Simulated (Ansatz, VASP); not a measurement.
**One calculation of CoSi, two programs**

```
CELL_PARAMETERS angstrom
2.78133 0.00000 0.00000
0.00000 2.78133 0.00000
0.00000 0.00000 2.78133
ATOMIC_POSITIONS crystal
Co 0.00000 0.00000 0.00000
Si 0.50000 0.50000 0.50000
```

Alike in both runs: functional HSE06; k mesh 5 × 5 × 5; occupations fermi-dirac, width 0.05 eV; collinear spin.

```csv
,VASP,Ansatz
version,VASP 6.6.1,Ansatz 0.2.0
potentials or method,"VASP PAW PBE potentials, release 64 (Co, Si)",Ansatz PAW
plane-wave cutoff (eV),520,420
valence electrons in the cell,13,21
task,single point,band structure
```

|  | VASP | Ansatz | Ansatz less VASP |
| --- | --- | --- | --- |
| gap on the k mesh at the Fermi level (eV) | none | none | - |
| pressure (GPa) | -3.2 | -3.1 | +0.03 |
| net moment per atom (μB) | 0.44 | 0.44 | 0.000 |
| size of the moment on the site where the two differ most (μB) | 0.97 | 1.04 | +0.068 |

Site moments also hang on the region over which each program counts them. A gap of «none» marks a metal or a gap that the smearing closes. The functional is the same, so the differences come from potentials, cutoffs and numerics. VASP's potentials hold 13 valence electrons a cell and Ansatz's 21, so a difference there can come from the potentials and not from the codes.

The k mesh is coarse, so the values compare programs but aren't converged. Noted on Ansatz's run: the magnetic or orbital state may not be the lowest.
